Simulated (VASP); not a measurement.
# Al6N5 (a cell with a defect) in VASP: notebook

Al6N5 (a cell with a defect) is run at these levels: PBE; tasks: single point.

All numbers are computed with VASP 6.6.1; they aren't measurements. Logs are shortened: lines on timing, memory, paths and dates and some standing lists are left out, and cuts for length are marked.

## (1) The cell of the first run

The cell holds a defect, 11 atoms: a = 5.340 Å, b = 5.340 Å, c = 5.340 Å, α = 65.01°, β = 65.01°, γ = 65.01°.

## (2) Single point, PBE

Input file INCAR:

```
SYSTEM = Al6N5
PREC     = Accurate       ! precision mode
ENCUT    = 520            ! plane-wave cutoff, eV
EDIFF    = 1E-6           ! SCF threshold, eV
ISMEAR   = 0              ! smearing method
SIGMA    = 0.05           ! smearing width, eV
LREAL    = .FALSE.        ! projectors in reciprocal space
LASPH    = .TRUE.         ! aspherical terms in the spheres
NELM     = 60             ! most SCF steps
ALGO     = Normal         ! electronic algorithm
ISIF     = 2              ! what is computed and relaxed
LWAVE    = .FALSE.        ! write WAVECAR
LCHARG   = .FALSE.        ! write CHGCAR
GGA      = PE             ! functional
NBANDS   = 32             ! bands
NELECT   = 40.0
```

Input file KPOINTS:

```
regular mesh
0
G
  6 6 6
  0 0 0
```

Input file POSCAR:

```
Al6N5
1.0
    1.6567491603      2.8695737211     -4.1874629538
    1.6567491603     -2.8695737211     -4.1874629538
   -3.3134983206      0.0000000000     -4.1874629538
Al N
6 5
Direct
    0.7500000000      0.0833333333      0.4166666667
    0.4166666667      0.7500000000      0.0833333333
    0.0833333333      0.4166666667      0.7500000000
    0.9166666667      0.5833333333      0.2500000000
    0.5833333333      0.2500000000      0.9166666667
    0.2500000000      0.9166666667      0.5833333333
    0.5833333333      0.9166666667      0.2500000000
    0.2500000000      0.5833333333      0.9166666667
    0.7500000000      0.4166666667      0.0833333333
    0.4166666667      0.0833333333      0.7500000000
    0.0833333333      0.7500000000      0.4166666667
```

Potentials or basis: VASP PAW PBE potentials, release 64 (Al, N).

Run with:

```sh
$ cat potpaw_PBE.64/Al/POTCAR potpaw_PBE.64/N/POTCAR > POTCAR
$ mpirun -np 1 vasp_std > vasp.out
```

OUTCAR:

```text
SYSTEM = Al6N5
   PREC = Accurate
   ENCUT = 520
   EDIFF = 1E-6
   ISMEAR = 0
   LREAL = .FALSE.
   LASPH = .TRUE.
   NELM = 60
   ISIF = 2
   GGA = PE
   NELECT = 40.0

 ion  position               nearest neighbor table
   1  0.750  0.083  0.417-  10 1.91  11 1.91   9 1.91   7 2.09   6 2.84   6 2.84   5 2.84   5 2.84
                             4 2.84   4 2.84   2 3.31   3 3.31   3 3.31   2 3.31   2 3.31   3 3.31
   2  0.417  0.750  0.083-  10 1.91   9 1.91  11 1.91   8 2.09   7 2.09   5 2.84   5 2.84   6 2.84
                             6 2.84   4 2.84   4 2.84   1 3.31   3 3.31   3 3.31   1 3.31   1 3.31
   3  0.083  0.417  0.750-   9 1.91  11 1.91  10 1.91   8 2.09   4 2.84   4 2.84   6 2.84   5 2.84
                             6 2.84   5 2.84   2 3.31   1 3.31   1 3.31   2 3.31   2 3.31   1 3.31
   4  0.917  0.583  0.250-   8 1.91   7 1.91   9 2.09  11 2.09   3 2.84   3 2.84   2 2.84   1 2.84
                             1 2.84   2 2.84   6 3.31   5 3.31   6 3.31   5 3.31   5 3.31   6 3.31
   5  0.583  0.250  0.917-   7 1.91   8 1.91   9 2.09  10 2.09   2 2.84   2 2.84   1 2.84   1 2.84
                             3 2.84   3 2.84   6 3.31   4 3.31   4 3.31   6 3.31   6 3.31   4 3.31
   6  0.250  0.917  0.583-   7 1.91   8 1.91  10 2.09  11 2.09   1 2.84   1 2.84   2 2.84   2 2.84
                             3 2.84   3 2.84   5 3.31   4 3.31   4 3.31   5 3.31   5 3.31   4 3.31
   7  0.583  0.917  0.250-   5 1.91   6 1.91   4 1.91   2 2.09   1 2.09
   8  0.250  0.583  0.917-   4 1.91   5 1.91   6 1.91   3 2.09   2 2.09
   9  0.750  0.417  0.083-   3 1.91   2 1.91   1 1.91   4 2.09   5 2.09
  10  0.417  0.083  0.750-   1 1.91   2 1.91   3 1.91   5 2.09   6 2.09
  11  0.083  0.750  0.417-   3 1.91   1 1.91   2 1.91   4 2.09   6 2.09

  LATTYP: Found a trigonal (rhomboedric) cell.
 ALAT       =     5.3398611509
 COS(alpha) =     0.4224297173

  Lattice vectors:

 A1 = (   1.6567491603,   2.8695737211,  -4.1874629538)
 A2 = (   1.6567491603,  -2.8695737211,  -4.1874629538)
 A3 = (  -3.3134983206,   0.0000000000,  -4.1874629538)

Analysis of symmetry for initial positions (statically):
=====================================================================
 Subroutine PRICEL returns:
 Original cell was already a primitive cell.

 Routine SETGRP: Setting up the symmetry group for a
 trigonal (rhombohedral) supercell.

 Subroutine GETGRP returns: Found  6 space group operations
 (whereof  1 operations were pure point group operations)
 out of a pool of 12 trial point group operations.

The static configuration has the point symmetry C_1 .
 The point group associated with its full space group is D_3 .

Analysis of symmetry for dynamics (positions and initial velocities):
=====================================================================
 Subroutine PRICEL returns:
 Original cell was already a primitive cell.

 Routine SETGRP: Setting up the symmetry group for a
 trigonal (rhombohedral) supercell.

 Subroutine GETGRP returns: Found  6 space group operations
 (whereof  1 operations were pure point group operations)
 out of a pool of 12 trial point group operations.

The dynamic configuration has the point symmetry C_1 .
 The point group associated with its full space group is D_3 .

 Subroutine INISYM returns: Found  6 space group operations
 (whereof  1 operations are pure point group operations),
 and found     1 'primitive' translations

----------------------------------------------------------------------------------------

                                     Primitive cell

  volume of cell :     119.4473

  direct lattice vectors                    reciprocal lattice vectors
     1.656749160  2.869573721 -4.187462954     0.100598612  0.174241908 -0.079602694
     1.656749160 -2.869573721 -4.187462954     0.100598612 -0.174241908 -0.079602694
    -3.313498321  0.000000000 -4.187462954    -0.201197225  0.000000000 -0.079602694

  length of vectors
     5.339861151  5.339861151  5.339861151     0.216372161  0.216372161  0.216372161

  position of ions in fractional coordinates (direct lattice)
     0.750000000  0.083333333  0.416666667
     0.416666667  0.750000000  0.083333333
     0.083333333  0.416666667  0.750000000
     0.916666667  0.583333333  0.250000000
     0.583333333  0.250000000  0.916666667
     0.250000000  0.916666667  0.583333333
     0.583333333  0.916666667  0.250000000
[... 30 lines left out ...]
     0.016766435  0.029040318 -0.013267116     0.166666667 -0.000000000  0.000000000
     0.016766435 -0.029040318 -0.013267116    -0.000000000  0.166666667  0.000000000
    -0.033532871  0.000000000 -0.013267116     0.000000000  0.000000000  0.166666667

  Length of vectors
     0.036062027  0.036062027  0.036062027

  Shift w.r.t. Gamma in fractional coordinates (k-lattice)
     0.000000000  0.000000000  0.000000000

 Subroutine IBZKPT returns following result:
 ===========================================

 Found     32 irreducible k-points:

 Following reciprocal coordinates:
            Coordinates               Weight
  0.000000  0.000000  0.000000      1.000000
  0.166667  0.000000 -0.000000      6.000000
  0.333333 -0.000000  0.000000      6.000000
  0.500000 -0.000000  0.000000      3.000000
  0.166667  0.166667 -0.000000      6.000000
  0.333333  0.166667 -0.000000     12.000000
[... 16 lines left out ...]
  0.500000  0.500000  0.166667      6.000000
 -0.333333  0.500000  0.166667     12.000000
 [... further k-points ...]
   k-points           NKPTS =     32   k-points in BZ     NKDIM =     32   number of bands    NBANDS=     32
   number of dos      NEDOS =    301   number of ions     NIONS =     11
   total plane-waves  NPLWV =  64000
   dimension x,y,z NGX =    40 NGY =   40 NGZ =   40
   dimension x,y,z NGXF=    80 NGYF=   80 NGZF=   80
   ions per type =               6   5
   NGX,Y,Z   is equivalent  to a cutoff of  12.45, 12.45, 12.45 a.u.
   NGXF,Y,Z  is equivalent  to a cutoff of  24.91, 24.91, 24.91 a.u.
 SYSTEM =  Al6N5
   PREC   = accura    normal or accurate (medium, high low for compatibility)
   ISTART =      0    job   : 0-new  1-cont  2-samecut
   ICHARG =      2    charge: 1-file 2-atom 10-const
   ISPIN  =      1    spin polarized calculation?
   LNONCOLLINEAR =      F non collinear calculations
   LSORBIT =      F    spin-orbit coupling
   LASPH  =      T    aspherical Exc in radial PAW
   ENCUT  =  520.0 eV  38.22 Ry    6.18 a.u.   9.93  9.93  9.93*2*pi/ulx,y,z
   NELM   =     60;   NELMIN=  2; NELMDL= -5     # of ELM steps
   EDIFF  = 0.1E-05   stopping-criterion for ELM
   LREAL  =      F    real-space projection
   EDIFFG = 0.1E-04   stopping-criterion for IOM
   NSW    =      0    number of steps for IOM
   IBRION =     -1    ionic relax: 0-MD 1-quasi-New 2-CG
   NFREE  =      0    steps in history (QN), initial steepest desc. (CG)
   ISIF   =      2    stress and relaxation
   ISYM   =      2    0-nonsym 1-usesym 2-fastsym
   POTIM  = 0.5000    time-step for ionic-motion
   TEBEG  =    0.0;   TEEND  =   0.0 temperature during run
   PSTRESS=    0.0 pullay stress
   NELECT =      40.0000    total number of electrons
   NUPDOWN=      -1.0000    fix difference up-down
   EMIN   =  10.00;   EMAX   =-10.00  energy-range for DOS
   EFERMI =   0.00;   METHOD = LEGACY
   ISMEAR =     0;   SIGMA  =   0.05  broadening in eV -4-tet -1-fermi 0-gaus
   EFERMI_NEDOS =   21; number of points for ismear=-14 and -15
   IALGO  =     38    algorithm
   IMIX   =      4    mixing-type and parameters
     AMIX     =   0.40;   BMIX     =  1.00
     AMIX_MAG =   1.60;   BMIX_MAG =  1.00
  volume/ion in A,a.u.               =      10.86        73.28
  Fermi-wavevector in a.u.,A,eV,Ry     =   1.136849  2.148333 17.584512  1.292425
  Thomas-Fermi vector in A             =   2.273554
   LORBIT       =      0    0 simple, 1 ext, 2 COOP (PROOUT), +10 PAW based schemes
   GGA     = PE    functional components
   LHFCALC =     F    Hartree Fock is set to
   AEXX    =    0.0000 exact exchange contribution
   IVDW    =     0    specifies the selected vdW correction
   LEPSILON=     F    determine dielectric tensor
   LRPA    =     F    only Hartree local field effects (RPA)
 non-spin polarized calculation
 Gauss-broadening in eV      SIGMA  =   0.05
  energy-cutoff  :      520.00
  volume of cell :      119.45
 maximum number of plane-waves:      3244
   NGX = 19   NGY = 19   NGZ = 19

 number of electron      40.0000000 magnetization

 Free energy of the ion-electron system (eV)
  ---------------------------------------------------
  ext. energy  EPLUGINS =         0.00000000
  ---------------------------------------------------
  free energy    TOTEN  =       -97.81518143 eV

  energy without entropy =      -97.80951989  energy(sigma->0) =      -97.81235066

 E-fermi :   6.5144     XC(G=0): -10.5092

 val. band max:        6.4966253472   @ k =  -0.1667   0.1667   0.1667
 cond. band min:       6.5187915433   @ k =  -0.3333   0.1667   0.0000
 fundamental gap:      0.0221661961
 Fermi energy:         6.5144374951

 k-point     1 :       0.0000    0.0000    0.0000
  band No.  band energies     occupation
      1      -8.8831      2.00000
      2      -6.8209      2.00000
      3      -6.8209      2.00000
      4      -6.4034      2.00000
      5      -5.8737      2.00000
      6       1.0123      2.00000
[... 829 lines left out ...]
     31      16.1875      0.00000
     32      16.6538      0.00000

 [... further k-points ...]

------------------------ aborting loop because EDIFF is reached ----------------------------------------

  FORCE on cell =-STRESS in cart. coord.  units (eV):
  Direction    XX          YY          ZZ          XY          YZ          ZX
  --------------------------------------------------------------------------------------
  -------------------------------------------------------------------------------------
  Total      -31.0224231    -31.0224231    -33.9381276      0.0000000      0.0000000      0.0000000
  in kB     -416.1116986   -416.1116986   -455.2207889      0.0000000      0.0000000      0.0000000
  external PRESSURE =    -429.1480620 kB  Pullay stress =       0.0000000 kB

 VOLUME and BASIS-vectors are now :
 -----------------------------------------------------------------------------
  energy-cutoff  :      520.00
  volume of cell :      119.45
      direct lattice vectors                 reciprocal lattice vectors
     1.656749160  2.869573721 -4.187462954     0.100598612  0.174241908 -0.079602694
     1.656749160 -2.869573721 -4.187462954     0.100598612 -0.174241908 -0.079602694
    -3.313498321  0.000000000 -4.187462954    -0.201197225  0.000000000 -0.079602694

 POSITION                                       TOTAL-FORCE (eV/Angst)
 -----------------------------------------------------------------------------------
     -0.00000      1.91305     -5.23433         0.000000      0.000000      2.811479
      1.65675     -0.95652     -5.23433        -0.000000      0.000000      0.000000
     -1.65675     -0.95652     -5.23433        -0.000000      0.000000     -2.811479
      1.65675      0.95652     -7.32806         1.979328     -1.142766      0.000000
     -1.65675      0.95652     -7.32806        -1.979328     -1.142766      0.000000
      0.00000     -1.91305     -7.32806        -0.000000      2.285532      0.000000
      1.65675     -0.95652     -7.32806        -0.000000      0.000000      0.258570
     -1.65675     -0.95652     -7.32806        -0.000000      0.000000     -0.258570
      1.65675      0.95652     -5.23433        -0.000000      0.805320     -0.000000
     -1.65675      0.95652     -5.23433         0.697427     -0.402660      0.000000
     -0.00000     -1.91305     -5.23433        -0.697427     -0.402660      0.000000
 -----------------------------------------------------------------------------------
    total drift:                                0.000001      0.000001     -0.000000

  FREE ENERGIE OF THE ION-ELECTRON SYSTEM (eV)
  ---------------------------------------------------
  free  energy   TOTEN  =       -97.8151814342 eV

  energy  without entropy=      -97.8095198922  energy(sigma->0) =      -97.81235066
```

It took 62 s on 1 thread of AMD EPYC 9R45 (Zen 5), shared host; peak memory 0.24 GiB.

What came out:

```yaml
Free_energy: -97.8152 eV
Largest_force: 2.811 eV/Å
```

Forces on the atoms (eV/Å):
```
Al   0.000  0.000  2.811
Al   0.000  0.000  0.000
Al   0.000  0.000 -2.811
Al   1.979 -1.143  0.000
Al  -1.979 -1.143  0.000
Al   0.000  2.286  0.000
N    0.000  0.000  0.259
N    0.000  0.000 -0.259
N    0.000  0.805  0.000
N    0.697 -0.403  0.000
N   -0.697 -0.403  0.000
```

Levels at points of the mesh, in eV from the Fermi level:
```csv
k point,band 18,band 19,band 20,band 21,band 22,band 23
"(0.00, 0.00, 0.00)",-0.49,-0.49,-0.04,0.44,4.08,4.08
"(0.50, 0.00, 0.00)",-1.07,-0.48,-0.19,0.18,3.09,4.32
"(0.50, 0.50, 0.00)",-1.43,-0.62,-0.17,0.04,3.79,3.85
"(0.50, 0.50, 0.50)",-1.66,-1.53,-1.53,1.07,3.44,3.80
```

Caveat: the cell carries a net charge on a neutralising background, which shifts energy and pressure; the cell differs from its parent crystal (atoms taken out, atom 10 moved 0.000 of the way to it and +0.000 Å across, host rigid); the cell is charged against a uniform background, so pressure and absolute levels hang on convention.

## (3) Single point, PBE

Input file INCAR:

```
PREC = Accurate
ENCUT = 520
EDIFF = 1E-6
ISMEAR = 0
SIGMA = 0.05
LREAL = F
LASPH = T
NELM = 100
ALGO = Normal
ISIF = 2
LWAVE = F
LCHARG = F
GGA = PE
NBANDS = 32
NELECT = 40.0
```

Input file KPOINTS:

```
regular mesh
0
Gamma
  6 6 6
```

POSCAR is that of step 2.

Potentials or basis: VASP PAW PBE potentials, release 64 (Al, N).

Run with:

```sh
$ cat potpaw_PBE.64/Al/POTCAR potpaw_PBE.64/N/POTCAR > POTCAR
$ mpirun -np 1 vasp_std > vasp.out
```

OUTCAR:

```text
PREC = Accurate
   ENCUT = 520
   EDIFF = 1E-6
   ISMEAR = 0
   LREAL = F
   LASPH = T
   NELM = 100
   ISIF = 2
   GGA = PE
   NELECT = 40.0

 ion  position               nearest neighbor table
   1  0.750  0.083  0.417-  10 1.91  11 1.91   9 1.91   7 2.09   6 2.84   6 2.84   5 2.84   5 2.84
                             4 2.84   4 2.84   2 3.31   3 3.31   3 3.31   2 3.31   2 3.31   3 3.31
   2  0.417  0.750  0.083-  10 1.91   9 1.91  11 1.91   8 2.09   7 2.09   5 2.84   5 2.84   6 2.84
                             6 2.84   4 2.84   4 2.84   1 3.31   3 3.31   3 3.31   1 3.31   1 3.31
[... 1078 lines left out ...]
 -----------------------------------------------------------------------------
  energy-cutoff  :      520.00
  volume of cell :      119.45
      direct lattice vectors                 reciprocal lattice vectors
     1.656749160  2.869573721 -4.187462954     0.100598612  0.174241908 -0.079602694
     1.656749160 -2.869573721 -4.187462954     0.100598612 -0.174241908 -0.079602694
    -3.313498321  0.000000000 -4.187462954    -0.201197225  0.000000000 -0.079602694

 POSITION                                       TOTAL-FORCE (eV/Angst)
 -----------------------------------------------------------------------------------
     -0.00000      1.91305     -5.23433         0.000000      0.000000      2.811479
      1.65675     -0.95652     -5.23433        -0.000000      0.000000      0.000000
     -1.65675     -0.95652     -5.23433        -0.000000      0.000000     -2.811479
      1.65675      0.95652     -7.32806         1.979328     -1.142766      0.000000
     -1.65675      0.95652     -7.32806        -1.979328     -1.142766      0.000000
      0.00000     -1.91305     -7.32806        -0.000000      2.285532      0.000000
      1.65675     -0.95652     -7.32806        -0.000000      0.000000      0.258570
     -1.65675     -0.95652     -7.32806        -0.000000      0.000000     -0.258570
      1.65675      0.95652     -5.23433        -0.000000      0.805320     -0.000000
     -1.65675      0.95652     -5.23433         0.697427     -0.402660      0.000000
     -0.00000     -1.91305     -5.23433        -0.697427     -0.402660      0.000000
 -----------------------------------------------------------------------------------
    total drift:                                0.000001      0.000001     -0.000000

  FREE ENERGIE OF THE ION-ELECTRON SYSTEM (eV)
  ---------------------------------------------------
  free  energy   TOTEN  =       -97.8151814342 eV

  energy  without entropy=      -97.8095198922  energy(sigma->0) =      -97.81235066
```

OSZICAR:

```text
N       E                     dE             d eps       ncg     rms          rms(c)
DAV:   1     0.116056080372E+03    0.11606E+03   -0.18166E+04  2048   0.111E+03
DAV:   2    -0.932572932097E+02   -0.20931E+03   -0.19961E+03  2608   0.219E+02
DAV:   3    -0.108103202226E+03   -0.14846E+02   -0.14763E+02  2568   0.621E+01
DAV:   4    -0.108267120436E+03   -0.16392E+00   -0.16380E+00  2608   0.729E+00
DAV:   5    -0.108269550609E+03   -0.24302E-02   -0.24301E-02  2712   0.880E-01    0.181E+01
DAV:   6    -0.978136359682E+02    0.10456E+02   -0.44365E+01  2408   0.268E+01    0.648E+00
DAV:   7    -0.978537563996E+02   -0.40120E-01   -0.13566E+00  2512   0.574E+00    0.420E+00
DAV:   8    -0.978274758774E+02    0.26281E-01   -0.35703E-01  2512   0.321E+00    0.821E-01
DAV:   9    -0.978164150646E+02    0.11061E-01   -0.57108E-02  2536   0.114E+00    0.443E-01
DAV:  10    -0.978149278038E+02    0.14873E-02   -0.11510E-02  2504   0.457E-01    0.264E-01
DAV:  11    -0.978150549903E+02   -0.12719E-03   -0.38123E-03  2576   0.261E-01    0.909E-02
DAV:  12    -0.978151898675E+02   -0.13488E-03   -0.22228E-04  2512   0.804E-02    0.283E-02
DAV:  13    -0.978151837469E+02    0.61205E-05   -0.17195E-04  2536   0.380E-02    0.175E-02
DAV:  14    -0.978151825913E+02    0.11557E-05   -0.59183E-05  2504   0.248E-02    0.833E-03
DAV:  15    -0.978151813953E+02    0.11960E-05   -0.11819E-05  2528   0.129E-02    0.205E-03
DAV:  16    -0.978151814342E+02   -0.38909E-07   -0.40514E-07  1680   0.357E-03
   1 F= -.97815181E+02 E0= -.97812351E+02  d E =-.566154E-02
```

stdout:

```text
POSCAR found type information on POSCAR AlN
 POSCAR found :  2 types and      11 ions
 scaLAPACK will be used
 LDA part: xc-table for (Slater+PW92), standard interpolation
 POSCAR, INCAR and KPOINTS ok, starting setup
 FFT: planning ... GRIDC
 FFT: planning ... GRID_SOFT
 FFT: planning ... GRID
 WAVECAR not read
 entering main loop
 the old and the new charge density differ
 old charge density:    43.00000 new   40.00000
    0.181E+01
```

Run time: 63 s. Hardware: 1 thread of AMD EPYC 9R45 (Zen 5), shared host; peak memory 0.24 GiB.

What came out:

| Property | Result |
| --- | --- |
| Free energy | -97.8152 eV |
| Largest force | 2.811 eV/Å |

Forces on the atoms (eV/Å):
```
Al   0.000  0.000  2.811
Al   0.000  0.000  0.000
Al   0.000  0.000 -2.811
Al   1.979 -1.143  0.000
Al  -1.979 -1.143  0.000
Al   0.000  2.286  0.000
N    0.000  0.000  0.259
N    0.000  0.000 -0.259
N    0.000  0.805  0.000
N    0.697 -0.403  0.000
N   -0.697 -0.403  0.000
```

Caveat: the cell carries a net charge on a neutralising background, which shifts energy and pressure; the cell is charged against a uniform background, so pressure and absolute levels hang on convention.
